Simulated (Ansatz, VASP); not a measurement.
**Sc2B5F in VASP and in Ansatz**

INCAR

```
SYSTEM = Sc2B5F
ALGO     = Normal         ! electronic algorithm
EDIFF    = 1E-7           ! SCF threshold, eV
EDIFFG   = -0.04          ! ionic threshold
ENCUT    = 600            ! plane-wave cutoff, eV
GGA      = PE             ! functional
IBRION   = 2              ! ionic algorithm
ISIF     = 3              ! what is computed and relaxed
ISMEAR   = 0              ! smearing method
LASPH    = .True.         ! aspherical terms in the spheres
LCHARG   = .False.        ! write CHGCAR
LREAL    = .False.        ! projectors in reciprocal space
LWAVE    = .False.        ! write WAVECAR
NELM     = 100            ! most SCF steps
NSW      = 90             ! ionic steps
PREC     = Accurate       ! precision mode
SIGMA    = 0.1            ! smearing width, eV
```

Contents of KPOINTS:

```
k-points
0
Gamma
  4 4 6
  0 0 0
```

Contents of POSCAR:

```
Sc2B5F
1.0
    4.9245616900      0.0000000000      0.0000000000
    0.0000000000      4.9245616900      0.0000000000
    0.0000000000      0.0000000000      3.4257147500
Sc B F
2 5 1
Direct
    0.0000000000      0.5000000000      0.5000000000
    0.5000000000      0.0000000000      0.5000000000
    0.0000000000      0.0000000000      0.5000000000
    0.7794817100      0.7794817100      0.0000000000
    0.2205182900      0.7794817100      0.0000000000
    0.2205182900      0.2205182900      0.0000000000
    0.7794817100      0.2205182900      0.0000000000
    0.0000000000      0.0000000000      0.0000000000
```

Input for Ansatz:

```yaml
crystal:
  lattice:
    - [4.92456169, 0.0, 0.0]
    - [0.0, 4.92456169, 0.0]
    - [0.0, 0.0, 3.42571475]
  atoms:
    - { symbol: Sc, position: [0.0, 0.5, 0.5] }
    - { symbol: Sc, position: [0.5, 0.0, 0.5] }
    - { symbol: B, position: [0.0, 0.0, 0.5] }
    - { symbol: B, position: [0.77948171, 0.77948171, 0.0] }
    - { symbol: B, position: [0.22051829, 0.77948171, 0.0] }
    - { symbol: B, position: [0.22051829, 0.22051829, 0.0] }
    - { symbol: B, position: [0.77948171, 0.22051829, 0.0] }
    - { symbol: F, position: [0.0, 0.0, 0.0] }
basis:
  ecutwfc: 420
kpoints:
  mp_grid: { grid: [4, 4, 6] }
hamiltonian:
  xc: pbe
scf:
  occupations: { method: gaussian, width: 0.1 }
  lower_state_search: "off"
output:
  forces: true
  stress: true
  eigenvalues: true
relax:
  adjacent_minimum: "off"
  f_tol: 0.04
  max_steps: 70
  cell: { stress_tol: 0.4 }
```

Change from the starting cell: species swapped into the Rb2MnF5 type (P4/mmm, No. 123).

Alike in both runs: task relaxation of cell and atoms; functional PBE; k mesh 4 × 4 × 6; occupations gaussian, width 0.1 eV; no spin polarisation.

```csv
,VASP,Ansatz
version,VASP 6.6.1,Ansatz 0.2.0
potentials or method,"VASP PAW PBE potentials, release 64 (Sc_sv, B, F), cutoff 600 eV","scalar-relativistic, plane waves, PAW"
valence electrons in the cell,44,44
```

Ansatz gave:

```
gap on the k mesh at the Fermi level, each at its own relaxed structure (eV) : none
relaxed volume (Å³/atom)                                                     : 11.78
relaxed cell length with the largest relative difference (Å)                 : 3.553
```

Task: Estimate VASP's values.

Result: gap on the k mesh at the Fermi level, each at its own relaxed structure (eV): none; relaxed volume (Å³/atom): 11.78; relaxed cell length with the largest relative difference (Å): 3.559.

A gap of «none» marks a metal or a gap that the smearing closes.
